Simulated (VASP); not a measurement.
# Ta3N (P-3m1) in VASP: notebook, part 2 of 2

VASP 6.6.1. The steps go on from the part before.

## Step 3: Single point, PBE

This run uses another cell than the first one, of the same volume but with other edges.

File INCAR:

```
ALGO = Normal
EDIFF = 1E-6
ENCUT = 520
GGA = PE
ISIF = 2
ISMEAR = 0
LASPH = True
LCHARG = False
LREAL = False
LWAVE = False
NBANDS = 27
NELM = 80
PREC = Accurate
SIGMA = 0.15
```

File KPOINTS:

```
k-points
0
Gamma
  24 24 8
```

File POSCAR:

```
Ta3N
1.0
    2.7687323900      0.0000000000      0.0000000000
   -1.3843661950      2.3977925860      0.0000000000
    0.0000000000      0.0000000000      9.0021336917
Ta N
3 1
Direct
    0.0000000000      0.0000000000      0.5000000000
    0.3333333333      0.6666666667      0.1735950547
    0.6666666667      0.3333333333      0.8264049453
    0.0000000000      0.0000000000      0.0000000000
```

Potentials or basis: VASP PAW PBE potentials, release 64 (Ta_pv, N).

The run is started by

```sh
$ cat potpaw_PBE.64/Ta_pv/POTCAR potpaw_PBE.64/N/POTCAR > POTCAR
$ mpirun -np 1 vasp_std > vasp.out
```

OUTCAR:

```text
EDIFF = 1E-6
   ENCUT = 520
   GGA = PE
   ISIF = 2
   ISMEAR = 0
   LASPH = True
   LREAL = False
   NELM = 80
   PREC = Accurate

 ion  position               nearest neighbor table
   1  0.000  0.000  0.500-   2 3.35   3 3.35   2 3.35   3 3.35   3 3.35   2 3.35
   2  0.333  0.667  0.174-   4 2.24   4 2.24   4 2.24   1 3.35   1 3.35   1 3.35   3 3.51   3 3.51
                             3 3.51
   3  0.667  0.333  0.826-   4 2.24   4 2.24   4 2.24   1 3.35   1 3.35   1 3.35   2 3.51   2 3.51
                             2 3.51
   4  0.000  0.000  0.000-   2 2.24   3 2.24   2 2.24   3 2.24   3 2.24   2 2.24

  LATTYP: Found a hexagonal cell.
 ALAT       =     2.7687323900
 C/A-ratio  =     3.2513556472

  Lattice vectors:

 A1 = (   2.7687323900,   0.0000000000,   0.0000000000)
 A2 = (  -1.3843661950,   2.3977925860,   0.0000000000)
 A3 = (   0.0000000000,   0.0000000000,   9.0021336917)

Analysis of symmetry for initial positions (statically):
=====================================================================
 Subroutine PRICEL returns:
 Original cell was already a primitive cell.

 Routine SETGRP: Setting up the symmetry group for a
 hexagonal supercell.

 Subroutine GETGRP returns: Found 12 space group operations
 (whereof 12 operations were pure point group operations)
 out of a pool of 24 trial point group operations.

The static configuration has the point symmetry D_3d.

Analysis of symmetry for dynamics (positions and initial velocities):
=====================================================================
 Subroutine PRICEL returns:
 Original cell was already a primitive cell.

 Routine SETGRP: Setting up the symmetry group for a
 hexagonal supercell.

 Subroutine GETGRP returns: Found 12 space group operations
[... 117 lines left out ...]
   PSTRESS=    0.0 pullay stress
   NELECT =      38.0000    total number of electrons
   NUPDOWN=      -1.0000    fix difference up-down
   EMIN   =  10.00;   EMAX   =-10.00  energy-range for DOS
   EFERMI =   0.00;   METHOD = LEGACY
   ISMEAR =     0;   SIGMA  =   0.15  broadening in eV -4-tet -1-fermi 0-gaus
   EFERMI_NEDOS =   21; number of points for ismear=-14 and -15
   IALGO  =     38    algorithm
   IMIX   =      4    mixing-type and parameters
     AMIX     =   0.40;   BMIX     =  1.00
     AMIX_MAG =   1.60;   BMIX_MAG =  1.00
  volume/ion in A,a.u.               =      14.94       100.83
  Fermi-wavevector in a.u.,A,eV,Ry     =   1.407743  2.660248 26.963211  1.981740
  Thomas-Fermi vector in A             =   2.529971
   LORBIT       =      0    0 simple, 1 ext, 2 COOP (PROOUT), +10 PAW based schemes
   GGA     = PE    functional components
   LHFCALC =     F    Hartree Fock is set to
   AEXX    =    0.0000 exact exchange contribution
   IVDW    =     0    specifies the selected vdW correction
   LEPSILON=     F    determine dielectric tensor
   LRPA    =     F    only Hartree local field effects (RPA)
 non-spin polarized calculation
 Gauss-broadening in eV      SIGMA  =   0.15
  energy-cutoff  :      520.00
  volume of cell :       59.76
 maximum number of plane-waves:      1629
 NGX is ok and might be reduce to    24

 number of electron      38.0000001 magnetization

 Free energy of the ion-electron system (eV)
  ---------------------------------------------------
  ext. energy  EPLUGINS =         0.00000000
  ---------------------------------------------------
  free energy    TOTEN  =       -43.89777429 eV

  energy without entropy =      -43.85720919  energy(sigma->0) =      -43.87749174

 E-fermi :   6.1805     XC(G=0): -12.6425

 val. band max:        6.1789103746   @ k =   0.3333   0.0417   0.2500
 cond. band min:       6.1839810366   @ k =   0.3333   0.0000   0.0000
 fundamental gap:      0.0050706620
 Fermi energy:         6.1804911726

 k-point     1 :       0.0000    0.0000    0.0000
  band No.  band energies     occupation
      1     -28.5063      2.00000
      2     -28.3512      2.00000
      3     -27.9225      2.00000
      4     -27.4515      2.00000
      5     -27.4515      2.00000
      6     -27.4479      2.00000
[... 709 lines left out ...]
     26      12.0016      0.00000
     27      12.3773      0.00000

 [... further k-points ...]
[... 5 lines left out ...]
  --------------------------------------------------------------------------------------
  -------------------------------------------------------------------------------------
  Total       10.7135357     10.7135357    -12.4812702      0.0000000     -0.0000000      0.0000000
  in kB      287.2138327    287.2138327   -334.6041423      0.0000000     -0.0000000      0.0000000
  external PRESSURE =      79.9411744 kB  Pullay stress =       0.0000000 kB

 VOLUME and BASIS-vectors are now :
 -----------------------------------------------------------------------------
  energy-cutoff  :      520.00
  volume of cell :       59.76
      direct lattice vectors                 reciprocal lattice vectors
     2.768732390  0.000000000  0.000000000     0.361176112  0.208525126  0.000000000
    -1.384366195  2.397792586  0.000000000     0.000000000  0.417050251  0.000000000
     0.000000000  0.000000000  9.002133692     0.000000000  0.000000000  0.111084775

 POSITION                                       TOTAL-FORCE (eV/Angst)
 -----------------------------------------------------------------------------------
      0.00000      0.00000      4.50107         0.000000      0.000000      0.000000
     -0.00000      1.59853      1.56273         0.000000     -0.000000     -0.519305
      1.38437      0.79926      7.43941        -0.000000      0.000000      0.519305
      0.00000      0.00000      0.00000         0.000000      0.000000      0.000000
 -----------------------------------------------------------------------------------
    total drift:                                0.000000     -0.000000     -0.000000

  FREE ENERGIE OF THE ION-ELECTRON SYSTEM (eV)
  ---------------------------------------------------
  free  energy   TOTEN  =       -43.8977742915 eV

  energy  without entropy=      -43.8572091882  energy(sigma->0) =      -43.87749174
```

OSZICAR:

```text
N       E                     dE             d eps       ncg     rms          rms(c)
DAV:   1     0.341127943344E+03    0.34113E+03   -0.21242E+04 24254   0.147E+03
DAV:   2    -0.315198720719E+02   -0.37265E+03   -0.36369E+03 27617   0.427E+02
DAV:   3    -0.472803721661E+02   -0.15761E+02   -0.15430E+02 30734   0.805E+01
DAV:   4    -0.475327574480E+02   -0.25239E+00   -0.25099E+00 29894   0.987E+00
DAV:   5    -0.475361357821E+02   -0.33783E-02   -0.33741E-02 30567   0.103E+00    0.291E+01
DAV:   6    -0.443784236771E+02    0.31577E+01   -0.15975E+01 31051   0.216E+01    0.142E+01
DAV:   7    -0.440219741036E+02    0.35645E+00   -0.29269E+00 31505   0.960E+00    0.658E+00
DAV:   8    -0.440198580224E+02    0.21161E-02   -0.18424E+00 32763   0.657E+00    0.171E+00
DAV:   9    -0.438992862718E+02    0.12057E+00   -0.88102E-01 30885   0.380E+00    0.597E-01
DAV:  10    -0.438978434617E+02    0.14428E-02   -0.24126E-02 28764   0.880E-01    0.285E-01
DAV:  11    -0.438977606734E+02    0.82788E-04   -0.16367E-03 31146   0.294E-01    0.924E-02
DAV:  12    -0.438977828361E+02   -0.22163E-04   -0.17741E-04 31297   0.845E-02    0.250E-02
DAV:  13    -0.438977747050E+02    0.81311E-05   -0.24420E-05 33326   0.326E-02    0.871E-03
DAV:  14    -0.438977742915E+02    0.41349E-06   -0.57339E-06 25731   0.117E-02
   1 F= -.43897774E+02 E0= -.43877492E+02  d E =-.405651E-01
```

stdout:

```text
POSCAR found type information on POSCAR TaN
 POSCAR found :  2 types and       4 ions
 scaLAPACK will be used
 LDA part: xc-table for (Slater+PW92), standard interpolation
 POSCAR, INCAR and KPOINTS ok, starting setup
 FFT: planning ... GRIDC
 FFT: planning ... GRID_SOFT
 FFT: planning ... GRID
 WAVECAR not read
 entering main loop
```

Run time: 10 min. Hardware: 1 thread of Intel Xeon Platinum 8259CL at 2.50GHz (Skylake/Cascade Lake), shared host; peak memory 0.65 GiB.

What came out:

- Free energy: -43.8978 eV
- Pressure: 8.0 GPa
- Largest force: 0.519 eV/Å
- Band gap on the k mesh: zero (bands 19 and 20 overlap by 1.12 eV)

Forces on the atoms (eV/Å):
```
Ta   0.000  0.000  0.000
Ta   0.000  0.000 -0.519
Ta   0.000  0.000  0.519
N    0.000  0.000  0.000
```

Caveat: the stress differs along the axes, from -33 to 29 GPa; spin-orbit coupling is left out, which moves the levels of the heavy elements.
